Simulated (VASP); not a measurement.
Set up this calculation in VASP 6.6.1, as the native input.

* Task: single point
* Functional: PBE
* Potentials or basis: VASP PAW PBE potentials, release 64 (Li_sv, Cl)
* Cutoff: 520 eV
* k mesh: 9 × 9 × 4
* Occupations: gaussian, width 0.02 eV
* Spin: no spin polarisation
* Dipole correction: no
* Further INCAR settings: ALGO = Normal; EDIFF = 1e-06; NBANDS = 18

The structure of LiCl lies in POSCAR:

```
LiCl
1.0
    3.9055717878      0.0143650689      0.0453323895
   -1.9403453794      3.3895198219      0.0453147592
    0.0734252096      0.1271432200      6.2158413110
Li Cl
2 2
Direct
    0.6731115660      0.2653021487      0.8956394748
    0.2653021487      0.6731115660      0.3956394748
    0.6939157776      0.3676705077      0.4793615252
    0.3676705077      0.6939157776      0.9793615252
```

This cell differs from its parent crystal: strained and its atoms moved.

The input as run:

INCAR

```
PREC     = Accurate       # precision mode
ENCUT    = 520            # plane-wave cutoff, eV
EDIFF    = 1E-6           # SCF threshold, eV
ISMEAR   = 0              # smearing method
SIGMA    = 0.02           # smearing width, eV
LREAL    = F              # projectors in reciprocal space
LASPH    = T              # aspherical terms in the spheres
NELM     = 60             # most SCF steps
ALGO     = Normal         # electronic algorithm
ISIF     = 2              # what is computed and relaxed
LWAVE    = F              # write WAVECAR
LCHARG   = F              # write CHGCAR
GGA      = PE             # functional
NBANDS   = 18             # bands
```

KPOINTS

```
regular mesh
0
Gamma
  9 9 4
```

Potentials or basis: VASP PAW PBE potentials, release 64 (Li_sv, Cl).

Command:

```sh
$ cat potpaw_PBE.64/Li_sv/POTCAR potpaw_PBE.64/Cl/POTCAR > POTCAR
$ mpirun -np 1 vasp_std > vasp.out
```

It gave:

```
Largest force          : 1.966 eV/Å
Band gap on the k mesh : 5.73 eV
```

Caveat: the cell differs from its parent crystal (strained and its atoms moved); forces of over 1 eV/Å act on the atoms, so gaps and moduli don't describe the material at rest.

Wall time 71 s on 1 thread of Intel(R) Xeon(R) Platinum 8488C (Sapphire Rapids), with other jobs on the host, peak memory 0.25 GiB.
